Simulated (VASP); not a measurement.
# Ge (Imma) in VASP: single point with PBEsol

Aim: the single point of Ge with PBEsol.

All numbers are computed with VASP 6.6.1; they aren't measurements. Logs are shortened: lines on timing, memory, paths and dates and some standing lists are left out, and cuts for length are marked.

### Step 1. The cell of the first run

The typed cell holds 2 atoms: a = 3.884 Å, b = 3.884 Å, c = 3.884 Å, α = 97.40°, β = 97.46°, γ = 137.85°.

### Step 2. Single point, PBEsol

The input, INCAR:

```
SYSTEM = Ge
PREC = Accurate
ENCUT = 520
EDIFF = 1E-7
ISMEAR = 0
SIGMA = 0.15
LREAL = .FALSE.
LASPH = .TRUE.
NELM = 60
ALGO = Normal
ISIF = 2
LWAVE = .FALSE.
LCHARG = .FALSE.
GGA = PS
NBANDS = 21
```

The input, KPOINTS:

```
Automatic mesh
0
G
  24 24 24
  0 0 0
```

The input, POSCAR:

```
Ge
1.0
   -2.5637634424      2.5621121165      1.3967991573
    2.5637634424     -2.5621121165      1.3967991573
    2.5637634424      2.5621121165     -1.3967991573
Ge
2
Direct
    0.1246462106      0.8746462106      0.2500000000
    0.8753537894      0.1253537894      0.7500000000
```

Potentials or basis: VASP PAW PBE potentials, release 64 (Ge_d).

On the command line:

```sh
cat potpaw_PBE.64/Ge_d/POTCAR > POTCAR
mpirun -np 1 vasp_std > vasp.out
```

OUTCAR:

```text
SYSTEM = Ge
   PREC = Accurate
   ENCUT = 520
   EDIFF = 1E-7
   ISMEAR = 0
   LREAL = .FALSE.
   LASPH = .TRUE.
   NELM = 60
   ISIF = 2
   GGA = PS

 ion  position               nearest neighbor table
   1  0.125  0.875  0.250-   2 2.66   2 2.66   2 2.66   2 2.66
   2  0.875  0.125  0.750-   1 2.66   1 2.66   1 2.66   1 2.66

  LATTYP: Found a body centered orthorhombic cell.
 ALAT       =     2.7935983146
 B/A-ratio  =     1.8342738132
 C/A-ratio  =     1.8354560346

  Lattice vectors:

 A1 = (  -2.5637634424,   2.5621121165,  -1.3967991573)
 A2 = (  -2.5637634424,  -2.5621121165,   1.3967991573)
 A3 = (   2.5637634424,   2.5621121165,   1.3967991573)

Analysis of symmetry for initial positions (statically):
=====================================================================
 Subroutine PRICEL returns:
 Original cell was already a primitive cell.

 Routine SETGRP: Setting up the symmetry group for a
 body centered orthorhombic supercell.

 Subroutine GETGRP returns: Found  8 space group operations
 (whereof  4 operations were pure point group operations)
 out of a pool of  8 trial point group operations.

The static configuration has the point symmetry C_2h.
 The point group associated with its full space group is D_2h.

Analysis of symmetry for dynamics (positions and initial velocities):
=====================================================================
 Subroutine PRICEL returns:
 Original cell was already a primitive cell.

 Routine SETGRP: Setting up the symmetry group for a
 body centered orthorhombic supercell.

 Subroutine GETGRP returns: Found  8 space group operations
 (whereof  4 operations were pure point group operations)
 out of a pool of  8 trial point group operations.

The dynamic configuration has the point symmetry C_2h.
 The point group associated with its full space group is D_2h.

 Subroutine INISYM returns: Found  8 space group operations
 (whereof  4 operations are pure point group operations),
 and found     1 'primitive' translations

----------------------------------------------------------------------------------------

                                     Primitive cell

  volume of cell :      36.7003

  direct lattice vectors                    reciprocal lattice vectors
    -2.563763442  2.562112116  1.396799157     0.000000000  0.195151491  0.357961270
     2.563763442 -2.562112116  1.396799157     0.195025794  0.000000000  0.357961270
     2.563763442  2.562112116 -1.396799157     0.195025794  0.195151491  0.000000000

  length of vectors
     3.884372455  3.884372455  3.884372455     0.407701331  0.407641179  0.275897018

  position of ions in fractional coordinates (direct lattice)
     0.124646211  0.874646211  0.250000000
     0.875353789  0.125353789  0.750000000

  ion indices of the primitive-cell ions
   primitive index   ion index
                 1           1
                 2           2

----------------------------------------------------------------------------------------

 KPOINTS: Automatic mesh

Automatic generation of k-mesh.
 Grid dimensions read from file:
 generate k-points for:   24   24   24

 Generating k-lattice:

  Cartesian coordinates                     Fractional coordinates (reciprocal lattice)
     0.000000000  0.008131312  0.014915053     0.041666667 -0.000000000  0.000000000
     0.008126075  0.000000000  0.014915053     0.000000000  0.041666667  0.000000000
     0.008126075  0.008131312  0.000000000     0.000000000 -0.000000000  0.041666667

  Length of vectors
     0.016987555  0.016985049  0.011495709

  Shift w.r.t. Gamma in fractional coordinates (k-lattice)
     0.000000000  0.000000000  0.000000000

 Subroutine IBZKPT returns following result:
 ===========================================

 Found   1963 irreducible k-points:

 Following reciprocal coordinates:
            Coordinates               Weight
  0.000000  0.000000  0.000000      1.000000
  0.041667 -0.000000  0.000000      4.000000
  0.083333  0.000000  0.000000      4.000000
  0.125000  0.000000 -0.000000      4.000000
  0.166667  0.000000 -0.000000      4.000000
  0.208333  0.000000 -0.000000      4.000000
[... 16 lines left out ...]
  0.375000  0.041667 -0.000000      8.000000
  0.416667  0.041667 -0.000000      8.000000
 [... further k-points ...]
   k-points           NKPTS =   1963   k-points in BZ     NKDIM =   1963   number of bands    NBANDS=     21
   number of dos      NEDOS =    301   number of ions     NIONS =      2
   total plane-waves  NPLWV =  27000
   dimension x,y,z NGX =    30 NGY =   30 NGZ =   30
   dimension x,y,z NGXF=    60 NGYF=   60 NGZF=   60
   ions per type =               2
   NGX,Y,Z   is equivalent  to a cutoff of  12.84, 12.84, 12.84 a.u.
   NGXF,Y,Z  is equivalent  to a cutoff of  25.68, 25.68, 25.68 a.u.
 SYSTEM =  Ge
   PREC   = accura    normal or accurate (medium, high low for compatibility)
   ISTART =      0    job   : 0-new  1-cont  2-samecut
   ICHARG =      2    charge: 1-file 2-atom 10-const
   ISPIN  =      1    spin polarized calculation?
   LNONCOLLINEAR =      F non collinear calculations
   LSORBIT =      F    spin-orbit coupling
   LASPH  =      T    aspherical Exc in radial PAW
   ENCUT  =  520.0 eV  38.22 Ry    6.18 a.u.   7.22  7.22  7.22*2*pi/ulx,y,z
   NELM   =     60;   NELMIN=  2; NELMDL= -5     # of ELM steps
   EDIFF  = 0.1E-06   stopping-criterion for ELM
   LREAL  =      F    real-space projection
   EDIFFG = 0.1E-05   stopping-criterion for IOM
   NSW    =      0    number of steps for IOM
   IBRION =     -1    ionic relax: 0-MD 1-quasi-New 2-CG
   NFREE  =      0    steps in history (QN), initial steepest desc. (CG)
   ISIF   =      2    stress and relaxation
   ISYM   =      2    0-nonsym 1-usesym 2-fastsym
   POTIM  = 0.5000    time-step for ionic-motion
   TEBEG  =    0.0;   TEEND  =   0.0 temperature during run
   PSTRESS=    0.0 pullay stress
   NELECT =      28.0000    total number of electrons
   NUPDOWN=      -1.0000    fix difference up-down
   EMIN   =  10.00;   EMAX   =-10.00  energy-range for DOS
   EFERMI =   0.00;   METHOD = LEGACY
   ISMEAR =     0;   SIGMA  =   0.15  broadening in eV -4-tet -1-fermi 0-gaus
   EFERMI_NEDOS =   21; number of points for ismear=-14 and -15
   IALGO  =     38    algorithm
   IMIX   =      4    mixing-type and parameters
     AMIX     =   0.40;   BMIX     =  1.00
     AMIX_MAG =   1.60;   BMIX_MAG =  1.00
  volume/ion in A,a.u.               =      18.35       123.83
  Fermi-wavevector in a.u.,A,eV,Ry     =   1.495906  2.826852 30.446210  2.237733
  Thomas-Fermi vector in A             =   2.607990
   LORBIT       =      0    0 simple, 1 ext, 2 COOP (PROOUT), +10 PAW based schemes
   GGA     = PS    functional components
   LHFCALC =     F    Hartree Fock is set to
   AEXX    =    0.0000 exact exchange contribution
   IVDW    =     0    specifies the selected vdW correction
   LEPSILON=     F    determine dielectric tensor
   LRPA    =     F    only Hartree local field effects (RPA)
 non-spin polarized calculation
 Gauss-broadening in eV      SIGMA  =   0.15
  energy-cutoff  :      520.00
  volume of cell :       36.70
 maximum number of plane-waves:      1006
 NGX is ok and might be reduce to    30
   NGX = 15   NGY = 15   NGZ = 15

 number of electron      28.0000011 magnetization

 Free energy of the ion-electron system (eV)
  ---------------------------------------------------
  ext. energy  EPLUGINS =         0.00000000
  ---------------------------------------------------
  free energy    TOTEN  =        -9.54136446 eV

  energy without entropy =       -9.53306995  energy(sigma->0) =       -9.53721720

 E-fermi :   6.7506     XC(G=0): -11.5176

 val. band max:        6.7493008405   @ k =   0.3333   0.1667   0.0000
 cond. band min:       6.7519434572   @ k =  -0.2500  -0.0417   0.0417
 fundamental gap:      0.0026426167
 Fermi energy:         6.7506186104

 k-point     1 :       0.0000    0.0000    0.0000
  band No.  band energies     occupation
      1     -17.9207      2.00000
      2     -17.8721      2.00000
      3     -17.8429      2.00000
      4     -17.8391      2.00000
      5     -17.7328      2.00000
      6     -17.7321      2.00000
[... 13 lines left out ...]
     20      18.4224      0.00000
     21      19.3784      0.00000

 k-point     2 :       0.0417   -0.0000    0.0000
  band No.  band energies     occupation
      1     -17.9200      2.00000
      2     -17.8697      2.00000
      3     -17.8420      2.00000
      4     -17.8361      2.00000
      5     -17.7348      2.00000
      6     -17.7344      2.00000
[... 13 lines left out ...]
     20      18.4540      0.00000
     21      19.5875      0.00000

 k-point     3 :       0.0833    0.0000    0.0000
  band No.  band energies     occupation
      1     -17.9179      2.00000
      2     -17.8628      2.00000
      3     -17.8392      2.00000
      4     -17.8277      2.00000
      5     -17.7398      2.00000
      6     -17.7390      2.00000
[... 13 lines left out ...]
     20      18.3442      0.00000
     21      19.0217      0.00000

 k-point     4 :       0.1250    0.0000   -0.0000
  band No.  band energies     occupation
      1     -17.9143      2.00000
      2     -17.8521      2.00000
      3     -17.8348      2.00000
      4     -17.8154      2.00000
      5     -17.7472      2.00000
      6     -17.7432      2.00000
[... 13 lines left out ...]
     20      17.6451      0.00000
     21      18.1092      0.00000

 k-point     5 :       0.1667    0.0000   -0.0000
  band No.  band energies     occupation
      1     -17.9094      2.00000
      2     -17.8391      2.00000
      3     -17.8290      2.00000
      4     -17.8017      2.00000
      5     -17.7557      2.00000
      6     -17.7451      2.00000
[... 13 lines left out ...]
     20      16.8617      0.00000
     21      17.5699      0.00000
[... 382 lines left out ...]
     20      14.7683      0.00000
     21      18.1283      0.00000

 k-point    22 :       0.3333    0.0417    0.0000
  band No.  band energies     occupation
      1     -17.8846      2.00000
      2     -17.8160      2.00000
      3     -17.8053      2.00000
      4     -17.7977      2.00000
      5     -17.7774      2.00000
      6     -17.7591      2.00000
[... 13 lines left out ...]
     20      15.4709      0.00000
     21      18.6879      0.00000

 k-point    23 :       0.3750    0.0417   -0.0000
  band No.  band energies     occupation
      1     -17.8806      2.00000
      2     -17.8201      2.00000
      3     -17.8137      2.00000
      4     -17.7963      2.00000
      5     -17.7722      2.00000
      6     -17.7630      2.00000
[... 13 lines left out ...]
     20      16.6029      0.00000
     21      19.2766      0.00000

 k-point    24 :       0.4167    0.0417   -0.0000
  band No.  band energies     occupation
      1     -17.8770      2.00000
      2     -17.8245      2.00000
      3     -17.8207      2.00000
      4     -17.7940      2.00000
      5     -17.7675      2.00000
      6     -17.7654      2.00000
[... 13 lines left out ...]
     20      17.8113      0.00000
     21      19.4304      0.00000

 [... further k-points ...]
[... 5 lines left out ...]
  --------------------------------------------------------------------------------------
  -------------------------------------------------------------------------------------
  Total       -0.0725671     -0.0606914      0.1169756      0.0000000      0.0000000      0.0000000
  in kB       -3.1679639     -2.6495225      5.1066460      0.0000000      0.0000000      0.0000000
  external PRESSURE =      -0.2369468 kB  Pullay stress =       0.0000000 kB

 VOLUME and BASIS-vectors are now :
 -----------------------------------------------------------------------------
  energy-cutoff  :      520.00
  volume of cell :       36.70
      direct lattice vectors                 reciprocal lattice vectors
    -2.563763442  2.562112116  1.396799157     0.000000000  0.195151491  0.357961270
     2.563763442 -2.562112116  1.396799157     0.195025794  0.000000000  0.357961270
     2.563763442  2.562112116 -1.396799157     0.195025794  0.195151491  0.000000000

 POSITION                                       TOTAL-FORCE (eV/Angst)
 -----------------------------------------------------------------------------------
      2.56376     -1.28106      1.04661        -0.000000      0.000000     -0.000407
      0.00000      3.84317      0.35019         0.000000     -0.000000      0.000407
 -----------------------------------------------------------------------------------
    total drift:                               -0.000000     -0.000000      0.000000

  FREE ENERGIE OF THE ION-ELECTRON SYSTEM (eV)
  ---------------------------------------------------
  free  energy   TOTEN  =        -9.5413644554 eV

  energy  without entropy=       -9.5330699523  energy(sigma->0) =       -9.53721720
```

Wall time 23 min (1 thread of Intel Xeon Platinum 8488C (Sapphire Rapids), shared host); peak memory 1.1 GiB.

Results:

```
Free energy            : -9.5414 eV
Pressure               : 0.0 GPa
Band gap on the k mesh : zero (bands 14 and 15 overlap by 5.58 eV)
```

Stress tensor (GPa, compression positive):
```
-0.32  0.00  0.00
 0.00 -0.26  0.00
 0.00  0.00  0.51
```

Levels at points of the mesh, in eV from the Fermi level:
| k point | band 12 | band 13 | band 14 | band 15 | band 16 | band 17 |
| --- | --- | --- | --- | --- | --- | --- |
| (0.00, 0.00, 0.00) | -3.97 | -2.34 | -2.33 | 3.25 | 7.69 | 7.71 |
| (0.50, 0.00, 0.00) | -6.44 | -2.61 | -2.01 | -1.38 | 2.46 | 3.62 |
| (0.00, 0.50, 0.00) | -6.44 | -2.60 | -2.01 | -1.38 | 2.45 | 3.61 |
| (0.50, 0.50, 0.00) | -10.61 | 0.65 | 0.65 | 1.98 | 1.98 | 7.52 |
| (0.50, 0.50, 0.50) | -8.87 | -5.97 | -5.97 | 6.11 | 6.13 | 11.19 |

Caveat: the PAW data sets were made with another functional, which shifts forces and pressure a little.
